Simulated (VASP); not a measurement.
# Ta6HN6 in VASP: single point with r2SCAN

Aim: the single point of Ta6HN6 with r2SCAN.

Program: VASP 6.6.1. These are calculated values, not measurements. Logs are shortened: lines on timing, memory, paths and dates and some standing lists are left out, and cuts for length are marked.

### 1 The cell of the first run

The cell holds a slab with vacuum, 13 atoms: a = 2.902 Å, b = 5.892 Å, c = 25.701 Å, α = 90.00°, β = 90.00°, γ = 90.00°.

### 2 Single point, r2SCAN

The input, POSCAR:

```
Ta6HN6
1.0
    2.9016586662      0.0000000000      0.0000000000
    0.0000000000      5.8915240703      0.0000000000
    0.0000000000      0.0000000000     25.7010936481
N Ta H
6 6 1
Direct
    0.0000000000      0.2500000000      0.3307252258
    0.0000000000      0.7500000000      0.3959081879
    0.5000000000      0.2500000000      0.4284996689
    0.5000000000      0.7500000000      0.4964333745
    0.0000000000      0.2500000000      0.5269725271
    0.0000000000      0.7500000000      0.5926180513
    0.5000000000      0.0000000000      0.3633167068
    0.5000000000      0.5000000000      0.3633167068
    0.0000000000     -0.0003786687      0.4612463373
    0.0000000000      0.5003786687      0.4612463373
    0.5000000000      0.0007362975      0.5578582791
    0.5000000000      0.4992637025      0.5578582791
    0.5000000000      0.7500000000      0.6139470686
```

The input, INCAR.step1:

```
ALGO = Normal
DIPOL = 0.5 0.5 0.473
EDIFF = 1E-4
ENCUT = 520
GGA = PE
IDIPOL = 3
ISMEAR = 0
LASPH = True
LCHARG = False
LDIPOL = True
LREAL = False
LWAVE = True
NBANDS = 60
NELM = 60
PREC = Accurate
SIGMA = 0.1
```

The input, INCAR.step2:

```
ALGO = Normal
DIPOL = 0.5 0.5 0.473
EDIFF = 1E-6
ENCUT = 520
IDIPOL = 3
ISIF = 2
ISMEAR = 0
ISTART = 1
LASPH = True
LCHARG = True
LDIPOL = True
LELF = True
LMIXTAU = True
LREAL = False
LVACPOTAV = True
LVHAR = True
LWAVE = False
METAGGA = R2SCAN
NBANDS = 60
NELM = 60
PREC = Accurate
SIGMA = 0.1
```

The input, KPOINTS:

```
k-points
0
Gamma
  10 5 1
```

Potentials or basis: VASP PAW PBE potentials, release 64 (N, Ta_pv, H).

Launch:

```sh
cat potpaw_PBE.64/N/POTCAR potpaw_PBE.64/Ta_pv/POTCAR potpaw_PBE.64/H/POTCAR > POTCAR
cp INCAR.step1 INCAR
mpirun -np 1 vasp_std > vasp.out
cp INCAR.step2 INCAR
mpirun -np 1 vasp_std > vasp.out
```

OUTCAR:

```text
EDIFF = 1E-6
   ENCUT = 520
   ISIF = 2
   ISMEAR = 0
   ISTART = 1
   LASPH = True
   LREAL = False
   METAGGA = R2SCAN
   NELM = 60
   PREC = Accurate

 ion  position               nearest neighbor table
   1  0.000  0.250  0.331-   7 2.23   8 2.23   7 2.23   8 2.23
   2  0.000  0.750  0.396-   7 2.23   8 2.23   7 2.23   8 2.23   9 2.23  10 2.23
   3  0.500  0.250  0.428-   7 2.23   8 2.23   9 2.23  10 2.23   9 2.23  10 2.23
   4  0.500  0.750  0.496-  11 2.16  12 2.16   9 2.26  10 2.26   9 2.26  10 2.26
   5  0.000  0.250  0.527-  11 2.21  12 2.21  11 2.21  12 2.21   9 2.24  10 2.24
   6  0.000  0.750  0.593-  11 2.26  12 2.26  11 2.26  12 2.26
   7  0.500  0.000  0.363-   1 2.23   1 2.23   2 2.23   2 2.23   3 2.23   9 2.91   9 2.91   8 2.95
                             8 2.95
   8  0.500  0.500  0.363-   1 2.23   1 2.23   2 2.23   2 2.23   3 2.23  10 2.91  10 2.91   7 2.95
                             7 2.95
   9  0.000  1.000  0.461-   2 2.23   3 2.23   3 2.23   5 2.24   4 2.26   4 2.26  11 2.88  11 2.88
                             7 2.91   7 2.91  10 2.94  10 2.95
  10  0.000  0.500  0.461-   2 2.23   3 2.23   3 2.23   5 2.24   4 2.26   4 2.26  12 2.88  12 2.88
                             8 2.91   8 2.91   9 2.94   9 2.95
  11  0.500  0.001  0.558-  13 2.06   4 2.16   5 2.21   5 2.21   6 2.26   6 2.26   9 2.88   9 2.88
                            12 2.94  12 2.95
  12  0.500  0.499  0.558-  13 2.06   4 2.16   5 2.21   5 2.21   6 2.26   6 2.26  10 2.88  10 2.88
                            11 2.94  11 2.95
  13  0.500  0.750  0.614-  11 2.06  12 2.06

  LATTYP: Found a simple orthorhombic cell.
 ALAT       =     2.9016586662
 B/A-ratio  =     2.0303987298
 C/A-ratio  =     8.8573800728

  Lattice vectors:

 A1 = (   2.9016586662,   0.0000000000,   0.0000000000)
 A2 = (   0.0000000000,   5.8915240703,   0.0000000000)
 A3 = (   0.0000000000,   0.0000000000,  25.7010936481)

Analysis of symmetry for initial positions (statically):
=====================================================================
 Subroutine PRICEL returns:
 Original cell was already a primitive cell.

 Routine SETGRP: Setting up the symmetry group for a
 simple orthorhombic supercell.

 Subroutine GETGRP returns: Found  4 space group operations
 (whereof  2 operations were pure point group operations)
 out of a pool of  8 trial point group operations.

The static configuration has the point symmetry C_1h.
 The point group associated with its full space group is C_2v.

Analysis of symmetry for dynamics (positions and initial velocities):
=====================================================================
 Subroutine PRICEL returns:
 Original cell was already a primitive cell.

 Routine SETGRP: Setting up the symmetry group for a
 simple orthorhombic supercell.

 Subroutine GETGRP returns: Found  4 space group operations
 (whereof  2 operations were pure point group operations)
 out of a pool of  8 trial point group operations.

The dynamic configuration has the point symmetry C_1h.
 The point group associated with its full space group is C_2v.

 Subroutine INISYM returns: Found  4 space group operations
 (whereof  2 operations are pure point group operations),
 and found     1 'primitive' translations

----------------------------------------------------------------------------------------

                                     Primitive cell

  volume of cell :     439.3651

  direct lattice vectors                    reciprocal lattice vectors
     2.901658666  0.000000000  0.000000000     0.344630473  0.000000000  0.000000000
     0.000000000  5.891524070  0.000000000     0.000000000  0.169735367  0.000000000
     0.000000000  0.000000000 25.701093648     0.000000000  0.000000000  0.038908850

  length of vectors
     2.901658666  5.891524070 25.701093648     0.344630473  0.169735367  0.038908850

  position of ions in fractional coordinates (direct lattice)
     0.000000000  0.250000000  0.330725226
     0.000000000  0.750000000  0.395908188
     0.500000000  0.250000000  0.428499669
     0.500000000  0.750000000  0.496433375
     0.000000000  0.250000000  0.526972527
     0.000000000  0.750000000  0.592618051
     0.500000000  0.000000000  0.363316707
     0.500000000  0.500000000  0.363316707
[... 34 lines left out ...]
     0.000000000  0.033947073  0.000000000     0.000000000  0.200000000  0.000000000
     0.000000000  0.000000000  0.038908850     0.000000000  0.000000000  1.000000000

  Length of vectors
     0.034463047  0.033947073  0.038908850

  Shift w.r.t. Gamma in fractional coordinates (k-lattice)
     0.000000000  0.000000000  0.000000000

 Subroutine IBZKPT returns following result:
 ===========================================

 Found     18 irreducible k-points:

 Following reciprocal coordinates:
            Coordinates               Weight
  0.000000  0.000000  0.000000      1.000000
  0.100000  0.000000  0.000000      2.000000
  0.200000  0.000000  0.000000      2.000000
  0.300000  0.000000  0.000000      2.000000
  0.400000  0.000000  0.000000      2.000000
  0.500000  0.000000  0.000000      1.000000
[... 10 lines left out ...]
  0.400000  0.400000  0.000000      4.000000
  0.500000  0.400000  0.000000      2.000000
   k-points           NKPTS =     18   k-points in BZ     NKDIM =     18   number of bands    NBANDS=     60
   number of dos      NEDOS =    301   number of ions     NIONS =     13
   total plane-waves  NPLWV = 221184
   dimension x,y,z NGX =    24 NGY =   48 NGZ =  192
   dimension x,y,z NGXF=    48 NGYF=   96 NGZF=  384
   ions per type =               6   6   1
   NGX,Y,Z   is equivalent  to a cutoff of  13.75, 13.54, 12.42 a.u.
   NGXF,Y,Z  is equivalent  to a cutoff of  27.50, 27.09, 24.84 a.u.
 SYSTEM =  unknown system
   PREC   = accura    normal or accurate (medium, high low for compatibility)
   ISTART =      1    job   : 0-new  1-cont  2-samecut
   ICHARG =      0    charge: 1-file 2-atom 10-const
   ISPIN  =      1    spin polarized calculation?
   LNONCOLLINEAR =      F non collinear calculations
   LSORBIT =      F    spin-orbit coupling
   LASPH  =      T    aspherical Exc in radial PAW
   ENCUT  =  520.0 eV  38.22 Ry    6.18 a.u.   5.40 10.95 47.79*2*pi/ulx,y,z
   NELM   =     60;   NELMIN=  2; NELMDL=  0     # of ELM steps
   EDIFF  = 0.1E-05   stopping-criterion for ELM
   LREAL  =      F    real-space projection
   EDIFFG = 0.1E-04   stopping-criterion for IOM
   NSW    =      0    number of steps for IOM
   IBRION =     -1    ionic relax: 0-MD 1-quasi-New 2-CG
   NFREE  =      0    steps in history (QN), initial steepest desc. (CG)
   ISIF   =      2    stress and relaxation
   ISYM   =      2    0-nonsym 1-usesym 2-fastsym
   POTIM  = 0.5000    time-step for ionic-motion
   TEBEG  =    0.0;   TEEND  =   0.0 temperature during run
   PSTRESS=    0.0 pullay stress
   NELECT =      97.0000    total number of electrons
   NUPDOWN=      -1.0000    fix difference up-down
   EMIN   =  10.00;   EMAX   =-10.00  energy-range for DOS
   EFERMI =   0.00;   METHOD = LEGACY
   ISMEAR =     0;   SIGMA  =   0.10  broadening in eV -4-tet -1-fermi 0-gaus
   EFERMI_NEDOS =   21; number of points for ismear=-14 and -15
   IALGO  =     38    algorithm
   IMIX   =      4    mixing-type and parameters
     AMIX     =   0.40;   BMIX     =  1.00
     AMIX_MAG =   1.60;   BMIX_MAG =  1.00
  volume/ion in A,a.u.               =      33.80       228.08
  Fermi-wavevector in a.u.,A,eV,Ry     =   0.989442  1.869774 13.320034  0.978995
  Thomas-Fermi vector in A             =   2.121041
   LORBIT       =      0    0 simple, 1 ext, 2 COOP (PROOUT), +10 PAW based schemes
   METAGGA = R2SCAN    functional components
   LHFCALC =     F    Hartree Fock is set to
   AEXX    =    0.0000 exact exchange contribution
   IVDW    =     0    specifies the selected vdW correction
   LEPSILON=     F    determine dielectric tensor
   LRPA    =     F    only Hartree local field effects (RPA)
 non-spin polarized calculation
 Gauss-broadening in eV      SIGMA  =   0.10
  energy-cutoff  :      520.00
  volume of cell :      439.37
 maximum number of plane-waves:     11883
 NGX is ok and might be reduce to    24
   NGX = 11   NGY = 21   NGZ = 95

 number of electron      97.0000007 magnetization

 dipolmoment           0.000000      0.000000     -0.091327 electrons x Angstroem

 Free energy of the ion-electron system (eV)
  ---------------------------------------------------
  ext. energy  EPLUGINS =         0.00000000
  ---------------------------------------------------
  free energy    TOTEN  =      -354.81308272 eV

  energy without entropy =     -354.78681072  energy(sigma->0) =     -354.79994672

 E-fermi :  -0.6047     XC(G=0):  -5.0238

 val. band max:       -0.6186641222   @ k =   0.2000   0.2000   0.0000
 cond. band min:      -0.5929055794   @ k =   0.5000   0.4000   0.0000
 fundamental gap:      0.0257585428
 Fermi energy:        -0.6047454041

 k-point     1 :       0.0000    0.0000    0.0000
  band No.  band energies     occupation
      1     -37.7567      2.00000
      2     -37.6787      2.00000
      3     -37.5640      2.00000
      4     -37.5163      2.00000
      5     -37.3818      2.00000
      6     -37.3398      2.00000
[... 1123 lines left out ...]
     59       3.6361      0.00000
     60       3.7912      0.00000

------------------------ aborting loop because EDIFF is reached ----------------------------------------

  FORCE on cell =-STRESS in cart. coord.  units (eV):
  Direction    XX          YY          ZZ          XY          YZ          ZX
  --------------------------------------------------------------------------------------
  -------------------------------------------------------------------------------------
  Total      -12.6400437     -9.2407013     -2.0999500      0.0000000      0.0000000      0.0000000
  in kB      -46.0928513    -33.6968985     -7.6576226      0.0000000      0.0000000      0.0000000
  external PRESSURE =     -29.1491241 kB  Pullay stress =       0.0000000 kB

 VOLUME and BASIS-vectors are now :
 -----------------------------------------------------------------------------
  energy-cutoff  :      520.00
  volume of cell :      439.37
      direct lattice vectors                 reciprocal lattice vectors
     2.901658666  0.000000000  0.000000000     0.344630473  0.000000000  0.000000000
     0.000000000  5.891524070  0.000000000     0.000000000  0.169735367  0.000000000
     0.000000000  0.000000000 25.701093648     0.000000000  0.000000000  0.038908850

 POSITION                                       TOTAL-FORCE (eV/Angst)
 -----------------------------------------------------------------------------------
      0.00000      1.47288      8.50000         0.000000      0.000000      2.534523
      0.00000      4.41864     10.17527         0.000000      0.000000      0.159231
      1.45083      1.47288     11.01291         0.000000      0.000000     -0.587109
      1.45083      4.41864     12.75888         0.000000      0.000000      0.018996
      0.00000      1.47288     13.54377         0.000000      0.000000      0.029653
      0.00000      4.41864     15.23093         0.000000      0.000000      0.064422
      1.45083      0.00000      9.33764         0.000000      2.492646     -1.145220
      1.45083      2.94576      9.33764         0.000000     -2.492646     -1.145220
      0.00000      5.88929     11.85454         0.000000      0.005045     -0.011378
      0.00000      2.94799     11.85454         0.000000     -0.005045     -0.011378
      1.45083      0.00434     14.33757         0.000000      0.052774      0.030944
      1.45083      2.94142     14.33757         0.000000     -0.052774      0.030944
      1.45083      4.41864     15.77911         0.000000      0.000000      0.031593
 -----------------------------------------------------------------------------------
    total drift:                                0.000000      0.000000     -0.000036

  FREE ENERGIE OF THE ION-ELECTRON SYSTEM (eV)
  ---------------------------------------------------
  free  energy   TOTEN  =      -354.8130827231 eV

  energy  without entropy=     -354.7868107176  energy(sigma->0) =     -354.79994672

 vacuum level on the upper side and lower side of the slab         3.453         4.419
```

Run time: 1.7 h. Hardware: 1 thread of Oxide Virtual Turin-like, shared host; peak memory 0.74 GiB.

What came out:

```
Free energy            : -354.8131 eV
Largest force          : 2.743 eV/Å
Band gap on the k mesh : zero (an odd number of electrons rules out a gap without spin polarisation)
```

Forces in eV/Å, atoms in the order of the input:
```
N    0.000  0.000  2.535
N    0.000  0.000  0.159
N    0.000  0.000 -0.587
N    0.000  0.000  0.019
N    0.000  0.000  0.030
N    0.000  0.000  0.064
Ta   0.000  2.493 -1.145
Ta   0.000 -2.493 -1.145
Ta   0.000  0.005 -0.011
Ta   0.000 -0.005 -0.011
Ta   0.000  0.053  0.031
Ta   0.000 -0.053  0.031
H    0.000  0.000  0.032
```

Levels at points of the mesh, in eV from the Fermi level:
| k point | band 46 | band 47 | band 48 | band 49 | band 50 | band 51 |
| --- | --- | --- | --- | --- | --- | --- |
| (0.00, 0.00, 0.00) | -1.84 | -1.20 | -0.72 | -0.18 | 0.16 | 0.33 |
| (0.50, 0.00, 0.00) | -1.67 | -0.65 | -0.50 | 0.17 | 1.08 | 1.14 |

Caveat: the PAW data sets were made with another functional, which shifts forces and pressure a little; spin-orbit coupling is left out, which moves the levels of the heavy elements; an odd number of electrons without spin polarisation forces a metal; a magnetic or distorted state may lie lower.

The gap in the log of VASP goes by the Fermi energy; the results here count the filled bands.